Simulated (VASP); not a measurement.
# AlN (P6_3mc) in VASP: a series of runs

AlN is run at these levels: PBE, PBE0; tasks: single point.

All numbers are computed with VASP 6.6.1; they aren't measurements. Logs are shortened: lines on timing, memory, paths and dates and some standing lists are left out, and cuts for length are marked.

## Step 1: The cell of the first run

Symmetry: P6_3mc, No. 186, hexagonal system. Conventional cell: a = 3.107 Å, b = 3.107 Å, c = 4.979 Å, α = 90.00°, β = 90.00°, γ = 120.00°. Within 2.5 Å of Al (site symmetry 3m) lie 4 N at 1.89 to 1.90 Å. N (site symmetry 3m) has 4 Al at 1.89 to 1.90 Å within 2.5 Å.

## Step 2: Single point, PBE

The input, INCAR:

```
PREC = Accurate ; ENCUT = 520
EDIFF = 1E-7 ; ISMEAR = 0
SIGMA = 0.01 ; LREAL = F
LASPH = T ; NELM = 80
ALGO = Normal ; ISIF = 2
LWAVE = F ; LCHARG = F
GGA = PE ; NBANDS = 16
```

The input, KPOINTS:

```
regular mesh
0
Gamma
  9 9 4
```

The input, POSCAR:

```
AlN
1.0
    3.1066937602      0.0000000000      0.0000000000
   -1.5533468801      2.6904757181      0.0000000000
    0.0000000000      0.0000000000      4.9785915519
Al N
2 2
Direct
    0.3333333333      0.6666666667     -0.0032954727
    0.6666666667      0.3333333333      0.4967045273
    0.3333333333      0.6666666667      0.3782954727
    0.6666666667      0.3333333333      0.8782954727
```

Potentials or basis: VASP PAW PBE potentials, release 64 (Al, N).

Started as:

```bash
$ cat potpaw_PBE.64/Al/POTCAR potpaw_PBE.64/N/POTCAR > POTCAR
$ mpirun -np 1 vasp_std > vasp.out
```

OUTCAR:

```text
PREC = Accurate
   ENCUT = 520
   EDIFF = 1E-7
   ISMEAR = 0
   LREAL = F
   LASPH = T
   NELM = 80
   ISIF = 2
   GGA = PE

 ion  position               nearest neighbor table
   1  0.333  0.667  0.997-   4 1.89   4 1.89   4 1.89   3 1.90   2 3.07   2 3.07   2 3.07   2 3.07
                             2 3.07   2 3.07
   2  0.667  0.333  0.497-   3 1.89   3 1.89   3 1.89   4 1.90   1 3.07   1 3.07   1 3.07   1 3.07
                             1 3.07   1 3.07
   3  0.333  0.667  0.378-   2 1.89   2 1.89   2 1.89   1 1.90
   4  0.667  0.333  0.878-   1 1.89   1 1.89   1 1.89   2 1.90

  LATTYP: Found a hexagonal cell.
 ALAT       =     3.1066937602
 C/A-ratio  =     1.6025369528

  Lattice vectors:

 A1 = (   3.1066937602,   0.0000000000,   0.0000000000)
 A2 = (  -1.5533468801,   2.6904757181,   0.0000000000)
 A3 = (   0.0000000000,   0.0000000000,   4.9785915519)

Analysis of symmetry for initial positions (statically):
=====================================================================
 Subroutine PRICEL returns:
 Original cell was already a primitive cell.

 Routine SETGRP: Setting up the symmetry group for a
 hexagonal supercell.

 Subroutine GETGRP returns: Found 12 space group operations
 (whereof  6 operations were pure point group operations)
 out of a pool of 24 trial point group operations.

The static configuration has the point symmetry C_3v.
 The point group associated with its full space group is C_6v.

Analysis of symmetry for dynamics (positions and initial velocities):
=====================================================================
 Subroutine PRICEL returns:
 Original cell was already a primitive cell.

 Routine SETGRP: Setting up the symmetry group for a
 hexagonal supercell.

 Subroutine GETGRP returns: Found 12 space group operations
 (whereof  6 operations were pure point group operations)
 out of a pool of 24 trial point group operations.

The dynamic configuration has the point symmetry C_3v.
 The point group associated with its full space group is C_6v.

 Subroutine INISYM returns: Found 12 space group operations
 (whereof  6 operations are pure point group operations),
 and found     1 'primitive' translations

----------------------------------------------------------------------------------------

                                     Primitive cell

  volume of cell :      41.6135

  direct lattice vectors                    reciprocal lattice vectors
     3.106693760  0.000000000  0.000000000     0.321885605  0.185840741  0.000000000
    -1.553346880  2.690475718  0.000000000     0.000000000  0.371681481  0.000000000
     0.000000000  0.000000000  4.978591552     0.000000000  0.000000000  0.200860020

  length of vectors
     3.106693760  3.106693760  4.978591552     0.371681481  0.371681481  0.200860020

  position of ions in fractional coordinates (direct lattice)
     0.333333333  0.666666667  0.996704527
     0.666666667  0.333333333  0.496704527
     0.333333333  0.666666667  0.378295473
     0.666666667  0.333333333  0.878295473

  ion indices of the primitive-cell ions
   primitive index   ion index
                 1           1
                 2           2
                 3           3
                 4           4

----------------------------------------------------------------------------------------

 KPOINTS: regular mesh

Automatic generation of k-mesh.
 Grid dimensions read from file:
 generate k-points for:    9    9    4

 Generating k-lattice:

  Cartesian coordinates                     Fractional coordinates (reciprocal lattice)
     0.035765067  0.020648971  0.000000000     0.111111111  0.000000000  0.000000000
     0.000000000  0.041297942  0.000000000     0.000000000  0.111111111  0.000000000
     0.000000000  0.000000000  0.050215005     0.000000000  0.000000000  0.250000000

  Length of vectors
     0.041297942  0.041297942  0.050215005

  Shift w.r.t. Gamma in fractional coordinates (k-lattice)
     0.000000000  0.000000000  0.000000000

 Subroutine IBZKPT returns following result:
 ===========================================

 Found     36 irreducible k-points:

 Following reciprocal coordinates:
            Coordinates               Weight
  0.000000  0.000000  0.000000      1.000000
  0.111111  0.000000  0.000000      6.000000
  0.222222 -0.000000  0.000000      6.000000
  0.333333  0.000000  0.000000      6.000000
  0.444444 -0.000000  0.000000      6.000000
  0.111111  0.111111  0.000000      6.000000
[... 16 lines left out ...]
  0.333333  0.222222  0.250000     24.000000
  0.333333  0.333333  0.250000      4.000000
 [... further k-points ...]
   k-points           NKPTS =     36   k-points in BZ     NKDIM =     36   number of bands    NBANDS=     16
   number of dos      NEDOS =    301   number of ions     NIONS =      4
   total plane-waves  NPLWV =  23040
   dimension x,y,z NGX =    24 NGY =   24 NGZ =   40
   dimension x,y,z NGXF=    48 NGYF=   48 NGZF=   80
   ions per type =               2   2
   NGX,Y,Z   is equivalent  to a cutoff of  12.84, 12.84, 13.36 a.u.
   NGXF,Y,Z  is equivalent  to a cutoff of  25.69, 25.69, 26.71 a.u.
 SYSTEM =  unknown system
   PREC   = accura    normal or accurate (medium, high low for compatibility)
   ISTART =      0    job   : 0-new  1-cont  2-samecut
   ICHARG =      2    charge: 1-file 2-atom 10-const
   ISPIN  =      1    spin polarized calculation?
   LNONCOLLINEAR =      F non collinear calculations
   LSORBIT =      F    spin-orbit coupling
   LASPH  =      T    aspherical Exc in radial PAW
   ENCUT  =  520.0 eV  38.22 Ry    6.18 a.u.   5.78  5.78  9.26*2*pi/ulx,y,z
   NELM   =     80;   NELMIN=  2; NELMDL= -5     # of ELM steps
   EDIFF  = 0.1E-06   stopping-criterion for ELM
   LREAL  =      F    real-space projection
   EDIFFG = 0.1E-05   stopping-criterion for IOM
   NSW    =      0    number of steps for IOM
   IBRION =     -1    ionic relax: 0-MD 1-quasi-New 2-CG
   NFREE  =      0    steps in history (QN), initial steepest desc. (CG)
   ISIF   =      2    stress and relaxation
   ISYM   =      2    0-nonsym 1-usesym 2-fastsym
   POTIM  = 0.5000    time-step for ionic-motion
   TEBEG  =    0.0;   TEEND  =   0.0 temperature during run
   PSTRESS=    0.0 pullay stress
   NELECT =      16.0000    total number of electrons
   NUPDOWN=      -1.0000    fix difference up-down
   EMIN   =  10.00;   EMAX   =-10.00  energy-range for DOS
   EFERMI =   0.00;   METHOD = LEGACY
   ISMEAR =     0;   SIGMA  =   0.01  broadening in eV -4-tet -1-fermi 0-gaus
   EFERMI_NEDOS =   21; number of points for ismear=-14 and -15
   IALGO  =     38    algorithm
   IMIX   =      4    mixing-type and parameters
     AMIX     =   0.40;   BMIX     =  1.00
     AMIX_MAG =   1.60;   BMIX_MAG =  1.00
  volume/ion in A,a.u.               =      10.40        70.21
  Fermi-wavevector in a.u.,A,eV,Ry     =   1.190429  2.249585 19.281103  1.417121
  Thomas-Fermi vector in A             =   2.326514
   LORBIT       =      0    0 simple, 1 ext, 2 COOP (PROOUT), +10 PAW based schemes
   GGA     = PE    functional components
   LHFCALC =     F    Hartree Fock is set to
   AEXX    =    0.0000 exact exchange contribution
   IVDW    =     0    specifies the selected vdW correction
   LEPSILON=     F    determine dielectric tensor
   LRPA    =     F    only Hartree local field effects (RPA)
 non-spin polarized calculation
 Gauss-broadening in eV      SIGMA  =   0.01
  energy-cutoff  :      520.00
  volume of cell :       41.61
 maximum number of plane-waves:      1152
 NGX is ok and might be reduce to    24
   NGX = 11   NGY = 11   NGZ = 19

 number of electron      15.9999997 magnetization

 Free energy of the ion-electron system (eV)
  ---------------------------------------------------
  ext. energy  EPLUGINS =         0.00000000
  ---------------------------------------------------
  free energy    TOTEN  =       -29.76784768 eV

  energy without entropy =      -29.76784768  energy(sigma->0) =      -29.76784768

 E-fermi :   6.2455     XC(G=0): -10.9267

 val. band max:        6.1858281425   @ k =   0.0000   0.0000   0.0000
 cond. band min:      10.4291975018   @ k =   0.0000   0.0000   0.0000
 fundamental gap:      4.2433693593
 Fermi energy:         6.2454914844

 k-point     1 :       0.0000    0.0000    0.0000
  band No.  band energies     occupation
      1      -9.0209      2.00000
      2      -6.8663      2.00000
      3       0.1767      2.00000
      4       5.3266      2.00000
      5       5.3266      2.00000
      6       5.9755      2.00000
[... 8 lines left out ...]
     15      19.3681      0.00000
     16      19.3681      0.00000

 k-point     2 :       0.1111    0.0000    0.0000
  band No.  band energies     occupation
      1      -8.8636      2.00000
      2      -6.7778      2.00000
      3       0.3640      2.00000
      4       4.6216      2.00000
      5       5.1288      2.00000
      6       5.2980      2.00000
[... 8 lines left out ...]
     15      19.2178      0.00000
     16      19.3808      0.00000

 k-point     3 :       0.2222   -0.0000    0.0000
  band No.  band energies     occupation
      1      -8.4167      2.00000
      2      -6.5559      2.00000
      3       0.9081      2.00000
      4       3.1180      2.00000
      5       4.0409      2.00000
      6       4.7221      2.00000
[... 8 lines left out ...]
     15      18.3897      0.00000
     16      19.1596      0.00000

 k-point     4 :       0.3333    0.0000    0.0000
  band No.  band energies     occupation
      1      -7.7727      2.00000
      2      -6.3413      2.00000
      3       1.6741      2.00000
      4       1.7508      2.00000
      5       2.8584      2.00000
      6       4.3436      2.00000
[... 8 lines left out ...]
     15      18.3144      0.00000
     16      20.6294      0.00000
[... 324 lines left out ...]
 k-point    22 :       0.2222    0.2222    0.2500
  band No.  band energies     occupation
      1      -7.2772      2.00000
      2      -6.4529      2.00000
      3       1.4096      2.00000
      4       1.7497      2.00000
      5       3.4223      2.00000
      6       3.5707      2.00000
[... 8 lines left out ...]
     15      18.4345      0.00000
     16      20.8261      0.00000

 k-point    23 :       0.3333    0.2222    0.2500
  band No.  band energies     occupation
      1      -6.7890      2.00000
      2      -6.3813      2.00000
      3       1.1061      2.00000
      4       1.6201      2.00000
      5       2.6101      2.00000
      6       3.7582      2.00000
[... 8 lines left out ...]
     15      19.0690      0.00000
     16      21.1147      0.00000

 k-point    24 :       0.3333    0.3333    0.2500
  band No.  band energies     occupation
      1      -6.4863      2.00000
      2      -6.4863      2.00000
      3       1.6111      2.00000
      4       1.7416      2.00000
      5       1.7416      2.00000
      6       3.2301      2.00000
[... 8 lines left out ...]
     15      19.3105      0.00000
     16      21.6808      0.00000

 [... further k-points ...]

------------------------ aborting loop because EDIFF is reached ----------------------------------------

  FORCE on cell =-STRESS in cart. coord.  units (eV):
  Direction    XX          YY          ZZ          XY          YZ          ZX
  --------------------------------------------------------------------------------------
  -------------------------------------------------------------------------------------
  Total        1.1527128      1.1527128      1.1136851      0.0000000      0.0000000     -0.0000000
  in kB       44.3810599     44.3810599     42.8784392      0.0000000      0.0000000     -0.0000000
  external PRESSURE =      43.8801863 kB  Pullay stress =       0.0000000 kB

 VOLUME and BASIS-vectors are now :
 -----------------------------------------------------------------------------
  energy-cutoff  :      520.00
  volume of cell :       41.61
      direct lattice vectors                 reciprocal lattice vectors
     3.106693760  0.000000000  0.000000000     0.321885605  0.185840741  0.000000000
    -1.553346880  2.690475718  0.000000000     0.000000000  0.371681481  0.000000000
     0.000000000  0.000000000  4.978591552     0.000000000  0.000000000  0.200860020

 POSITION                                       TOTAL-FORCE (eV/Angst)
 -----------------------------------------------------------------------------------
     -0.00000      1.79365      4.96218         0.000000      0.000000     -0.008994
      1.55335      0.89683      2.47289         0.000000     -0.000000     -0.008994
     -0.00000      1.79365      1.88338         0.000000      0.000000      0.008994
      1.55335      0.89683      4.37267        -0.000000     -0.000000      0.008994
 -----------------------------------------------------------------------------------
    total drift:                               -0.000000     -0.000000     -0.000952

  FREE ENERGIE OF THE ION-ELECTRON SYSTEM (eV)
  ---------------------------------------------------
  free  energy   TOTEN  =       -29.7678476807 eV

  energy  without entropy=      -29.7678476807  energy(sigma->0) =      -29.76784768
```

Wall time 28 s (1 thread of Intel Xeon 8259CL, shared host); peak memory 0.16 GiB.

What came out:

```yaml
Free_energy: -29.7678 eV
Pressure: 4.4 GPa
Largest_force: 0.009 eV/Å
Band_gap_on_the_k_mesh: 4.24 eV, direct
```

Forces on the atoms (eV/Å):
```
Al   0.000  0.000 -0.009
Al   0.000  0.000 -0.009
N    0.000  0.000  0.009
N    0.000  0.000  0.009
```

(Part 1 of 2 ends here.)
